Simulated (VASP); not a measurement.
Co:

```
Co
1.0
     2.48736    0.00000    0.00000
    -1.24368    2.15412    0.00000
     0.00000    0.00000    4.06329
Co
2
Direct
  0.66667 0.33333 0.25986
  0.33333 0.66667 0.74014
```

Base run:

```yaml
Program: VASP 6.6.1
Functional: PBEsol
Potentials_or_basis: VASP PAW PBE potentials, release 64 (Co_sv)
Cutoff: 600 eV
k_mesh: 13 × 13 × 7
Occupations: fermi-dirac, width 0.1 eV
Spin: no spin polarisation
```

Its results: band gap on the k mesh zero (band 17 reaches 12.03 eV, above the bottom of band 18 at 10.68 eV); pressure -23.6 GPa; largest force 0.521 eV/Å.

**Question.** The run is repeated on the same cell with these changes: potentials or basis from VASP PAW PBE potentials, release 64 (Co_sv) to VASP PAW PBE potentials, release 64 (Co); cutoff from 600 eV to 520 eV; further incar settings from ALGO = Normal; EDIFF = 1e-06; NBANDS = 24 to ALGO = Normal; EDIFF = 1e-06; NBANDS = 16; valence electrons from 34 to 18. What comes out?

**Answer.** Band gap on the k mesh zero (band 9 reaches 10.26 eV, above the bottom of band 10 at 8.92 eV); pressure -20.4 GPa; largest force 0.507 eV/Å.

Caveats: the PAW data sets were made with another functional, which shifts forces and pressure a little; the run has no spin polarisation, though such a crystal can be magnetic.
